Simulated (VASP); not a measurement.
**Cd2S: single point with PBE**

Crystal: Cd2S.

```
Cd S
1.0
     1.89845   -5.65156    0.00000
     1.89845    5.65156    0.00000
     0.00000    0.00000    3.84539
Cd S
2 1
Direct
  0.34676 0.65324 0.00000
  0.65324 0.34676 0.00000
  0.50000 0.50000 0.50000
```

```
Program             : VASP 6.6.1
Task                : single point
Functional          : PBE
Potentials or basis : VASP PAW PBE potentials, release 64 (Cd, S)
Cutoff              : 520 eV
k mesh              : 10 × 10 × 10
Occupations         : gaussian, width 0.01 eV
Spin                : no spin polarisation
```

| Property | Result |
| --- | --- |
| Pressure | 0.3 GPa |
| Largest force | 0.018 eV/Å |
| Band gap on the k mesh | 0.10 eV, indirect (least direct gap 0.17 eV) |

Forces in eV/Å, atoms in the order of the input:
```
Cd   0.000  0.018  0.000
Cd   0.000 -0.018  0.000
S    0.000  0.000  0.000
```

Stress tensor (GPa, compression positive):
```
0.08 0.00 0.00
0.00 0.35 0.00
0.00 0.00 0.37
```

Levels at points of the mesh, in eV from the valence-band top:
```csv
k point,band 13,band 14,band 15,band 16,band 17,band 18
"(0.00, 0.00, 0.00)",-3.54,-1.32,-0.42,3.23,4.89,5.58
"(0.50, 0.00, 0.00)",-2.56,-1.35,-0.96,0.83,2.73,5.79
"(0.50, 0.50, 0.00)",-1.05,-0.58,-0.32,0.65,5.06,6.39
"(0.00, 0.00, 0.50)",-2.30,-1.26,-0.04,0.92,1.22,7.23
"(0.50, 0.00, 0.50)",-2.32,-1.65,-0.70,0.51,2.66,3.59
"(0.50, 0.50, 0.50)",-3.31,-3.17,-0.04,3.81,5.10,5.40
```

It took 3.1 min on 1 thread of Intel(R) Xeon(R) 6975P-C (Granite Rapids), with other jobs on the host, peak memory 0.46 GiB.

A k mesh can miss the band edges.
